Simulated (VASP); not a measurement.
Here is a VASP 6.6.1 calculation.

The input INCAR:

```
SYSTEM = F
ALGO = Normal
EDIFF = 1E-6
ENCUT = 520
GGA = PS
ISIF = 2
ISMEAR = 0
LASPH = .TRUE.
LCHARG = .TRUE.
LELF = .TRUE.
LREAL = .FALSE.
LVHAR = .TRUE.
LWAVE = .FALSE.
NBANDS = 22
NELM = 60
PREC = Accurate
SIGMA = 0.05
```

KPOINTS

```
k-points
0
G
  4 4 2
  0 0 0
```

POSCAR

```
F
1.0
    3.2121621389     -1.8461396707     -0.2477496550
    3.2121621389      1.8461396707     -0.2477496550
   -2.4153005499      0.0000000000      7.3932836948
F
4
Direct
    0.0848459664      0.0848459664      0.0860117137
    0.9151540336      0.9151540336      0.9139882863
    0.5015719855      0.5015719855      0.5937195244
    0.4984280145      0.4984280145      0.4062804756
```

Potentials or basis: VASP PAW PBE potentials, release 64 (F).

Run with:

```bash
$ cat potpaw_PBE.64/F/POTCAR > POTCAR
$ mpirun -np 1 vasp_std > vasp.out
```

Problem. What does it give for the band gap on the k mesh?

Solution. 2.51 eV, indirect (least direct gap 2.54 eV).

Problem. Predict the largest force.

Solution. 1.944 eV/Å.

Problem. Estimate the pressure.

Solution. 0.0 GPa.

Stress tensor (GPa, compression positive):
```
 0.40  0.00  3.12
 0.00 -0.52  0.00
 3.12  0.00  0.03
```

Caveat: the k points lie up to 0.50 Å⁻¹ apart; the PAW data sets were made with another functional, which shifts forces and pressure a little. A k mesh can miss the band edges.
